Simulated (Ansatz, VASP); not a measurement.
CdS in VASP and in Ansatz

```
CELL_PARAMETERS angstrom
0.00000 2.87825 2.87825
2.87825 0.00000 2.87825
2.87825 2.87825 0.00000
ATOMIC_POSITIONS crystal
Cd 0.00000 0.00000 0.00000
S 0.25000 0.25000 0.25000
```

Alike in both runs: functional LDA; k mesh 8 × 8 × 8; occupations gaussian, width 0.02 eV; no spin polarisation.

Ansatz relaxed the structure, and its values are those at the end. VASP's run is a single point on that final structure, the one shown.

```csv
,VASP,Ansatz
version,VASP 6.6.1,Ansatz 0.2.0
potentials or method,"VASP PAW LDA potentials, release 64 (Cd, S), cutoff 500 eV","scalar-relativistic, plane waves, PAW"
valence electrons in the cell,18,26
```

Ansatz gave:

```
gap on the k mesh at the Fermi level (eV) : 0.95
least direct gap on the mesh (eV)         : 0.95
pressure (GPa)                            : 0.0
```

Task: What did VASP give for the same quantities?

Result: gap on the k mesh at the Fermi level (eV): 0.98; least direct gap on the mesh (eV): 0.98; pressure (GPa): 0.6.

Ansatz warns that its potentials were made for another functional, while VASP's fit it. LDA's correlation is that of Perdew and Zunger in VASP and of Perdew and Wang (1992) in Ansatz. VASP's potentials hold 18 valence electrons a cell and Ansatz's 26, so a difference there can come from the potentials and not from the codes.
